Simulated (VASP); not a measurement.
A run of VASP 6.6.1 is set up as follows.

The input INCAR:

```
PREC = Accurate ; ENCUT = 520
EDIFF = 1E-7 ; ISMEAR = 0
SIGMA = 0.01 ; LREAL = F
LASPH = T ; NELM = 100
ALGO = Normal ; ISIF = 2
LWAVE = F ; LCHARG = F
GGA = CA ; NBANDS = 37
```

Contents of KPOINTS:

```
regular mesh
0
Gamma
  6 6 4
```

Contents of POSCAR:

```
BiBrO
1.0
    3.9160000000      0.0000000000      0.0000000000
    0.0000000000      3.9160000000      0.0000000000
    0.0000000000      0.0000000000      8.0770000000
Bi Br O
2 2 2
Direct
    0.0000000000      0.5000000000      0.1540000000
    0.5000000000      0.0000000000      0.8460000000
    0.0000000000      0.5000000000      0.6530000000
    0.5000000000      0.0000000000      0.3470000000
    0.0000000000      0.0000000000      0.0000000000
    0.5000000000      0.5000000000      0.0000000000
```

Potentials or basis: VASP PAW LDA potentials, release 64 (Bi_d, Br, O).

The run is started by

```bash
$ cat potpaw_LDA.64/Bi_d/POTCAR potpaw_LDA.64/Br/POTCAR potpaw_LDA.64/O/POTCAR > POTCAR
$ mpirun -np 1 vasp_std > vasp.out
```

Estimate the pressure.

-2.3 GPa.

What does it give for the largest force?

0.184 eV/Å.

Estimate the band gap on the k mesh.

2.09 eV, indirect (least direct gap 2.21 eV).

Stress tensor (GPa, compression positive):
```
-2.50  0.00  0.00
 0.00 -2.50  0.00
 0.00  0.00 -1.92
```

Caveat: spin-orbit coupling is left out, which moves the levels of the heavy elements. A k mesh can miss the band edges.
